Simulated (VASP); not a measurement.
**Nb: single point with PBE**

Crystal: Nb.

```xyz
2
Lattice="2.7171 0.0000 0.0000 -1.3586 2.3531 0.0000 0.0000 0.0000 4.9047" Properties=species:S:1:pos:R:3 pbc="T T T"
Nb    0.0000    1.5687    1.2262
Nb    1.3586    0.7844    3.6785
```

```json
{
 "Program": "VASP 6.6.1",
 "Task": "single point",
 "Functional": "PBE",
 "Potentials or basis": "VASP PAW PBE potentials, release 64 (Nb_sv)",
 "Cutoff": "520 eV",
 "k mesh": "16 × 16 × 9",
 "Occupations": "fermi-dirac, width 0.05 eV",
 "Spin": "no spin polarisation",
 "Dipole correction": "no",
 "Further INCAR settings": "ALGO = Normal; EDIFF = 1e-07; NBANDS = 20"
}
```

```
Pressure               : 38.3 GPa
Band gap on the k mesh : zero (band 13 reaches 15.76 eV, above the bottom of band 14 at 12.88 eV)
```

Stress tensor (GPa, compression positive):
```
38.36  0.00  0.00
 0.00 38.36  0.00
 0.00  0.00 38.27
```

Levels at points of the mesh, in eV from the Fermi level:
```csv
k point,band 9,band 10,band 11,band 12,band 13,band 14,band 15,band 16,band 17,band 18
"(0.00, 0.00, 0.00)",-6.55,-4.44,-1.27,0.17,0.17,0.77,0.77,1.18,2.88,2.88
"(0.50, 0.00, 0.00)",-4.57,-4.16,-3.87,-0.65,0.50,0.54,0.62,5.50,6.64,6.93
```

Run time: 67 s on 1 thread of Intel(R) Xeon(R) Platinum 8259CL CPU @ 2.50GHz (Skylake/Cascade Lake), on a shared host, peak memory 0.19 GiB.
